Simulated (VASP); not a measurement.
MgB:

```
Mg B
1.0
     2.89515    0.00000    0.00000
     0.00000    2.89515    0.00000
     0.00000    0.00000    2.89515
Mg B
1 1
Cartesian
  0.0000 0.0000 0.0000
  1.4476 1.4476 1.4476
```

| Quantity | Value |
| --- | --- |
| Program | VASP 6.6.1 |
| Task | relaxation of cell and atoms |
| Functional | BLYP |
| Dispersion | D3(BJ) |
| Potentials or basis | VASP PAW PBE potentials, release 64 (Mg, B) |
| Cutoff | 600 eV |
| k mesh | 9 × 9 × 9 |
| Occupations | fermi-dirac, width 0.05 eV |
| Spin | no spin polarisation |

At the start: pressure -6.2 GPa; volume 12.13 Å³/atom.

**Question.** Where does the relaxation end?

**Answer.** Over 3 steps the energy falls by 18.8 meV/atom and the volume is 11.23 Å³/atom (-7.5 %); space group Pm-3m (No. 221, to 0.05 Å).

The path:
| step | energy change (eV) | largest force (eV/Å) | pressure (GPa) | volume (Å³) |
| --- | --- | --- | --- | --- |
| 1 | 0.0000 | 0.0000 | -6.18 | 24.27 |
| 2 | -0.0370 | 0.0000 | -0.87 | 22.66 |
| 3 | -0.0375 | 0.0000 | -0.01 | 22.45 |

Final structure:
```
Mg B
1.0
     2.82106    0.00000    0.00000
     0.00000    2.82106    0.00000
     0.00000    0.00000    2.82106
Mg B
1 1
Direct
  0.00000 0.00000 0.00000
  0.50000 0.50000 0.50000
```

Caveat: the PAW data sets were made with another functional, which shifts forces and pressure a little; pairwise dispersion overbinds metals, which lowers pressure and volume.
